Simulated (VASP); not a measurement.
Write the native input for VASP 6.6.1 that does the following.

| Property | Result |
| --- | --- |
| Task | single point |
| Functional | PBE |
| Potentials or basis | VASP PAW PBE potentials, release 64 (Ru_pv, N) |
| Cutoff | 520 eV |
| k mesh | 10 × 6 × 1 |
| Occupations | gaussian, width 0.1 eV |
| Spin | no spin polarisation |
| Dipole correction | yes |
| Further INCAR settings | ALGO = Normal; EDIFF = 1e-07; NBANDS = 54 |

The structure of Ru6N lies in POSCAR:

```
Ru6N
1.0
    2.7197977462      0.0000000000      0.0000000000
    0.0000000000      4.2966597640      0.0000000000
    0.0000000000      0.0000000000     20.8383397414
Ru N
6 1
Direct
    0.0000000000      0.7500000000      0.1919538720
    0.5000000000      0.2500000000      0.2296314409
    0.5000000000      0.7500000000      0.3049865786
    0.0000000000      0.2500000000      0.3407382302
    0.0000000000      0.7500000000      0.4168575075
    0.5000000000      0.2500000000      0.4481326179
    1.0000000000      0.2500000000      0.5070287512
```

One way to write it, as run:

INCAR

```
SYSTEM = Ru6N
PREC = Accurate
ENCUT = 520
EDIFF = 1E-7
ISMEAR = 0
SIGMA = 0.1
LREAL = .False.
LASPH = .True.
NELM = 100
ALGO = Normal
ISIF = 2
LWAVE = .False.
LCHARG = .True.
LDIPOL = .True.
IDIPOL = 3
DIPOL = 0.5 0.5 0.348
GGA = PE
LELF = .True.
LVHAR = .True.
LVACPOTAV = .True.
NBANDS = 54
```

KPOINTS

```
Automatic mesh
0
Gamma
  10 6 1
  0 0 0
```

Potentials or basis: VASP PAW PBE potentials, release 64 (Ru_pv, N).

The run is started by

```bash
$ cat potpaw_PBE.64/Ru_pv/POTCAR potpaw_PBE.64/N/POTCAR > POTCAR
$ mpirun -np 1 vasp_std > vasp.out
```

It gave:

* Largest force: 2.880 eV/Å
* Band gap on the k mesh: zero (an odd number of electrons rules out a gap without spin polarisation)

Run time: 5.6 min on 1 thread of Intel(R) Xeon(R) 6975P-C (Granite Rapids), on a shared host, peak memory 0.44 GiB.
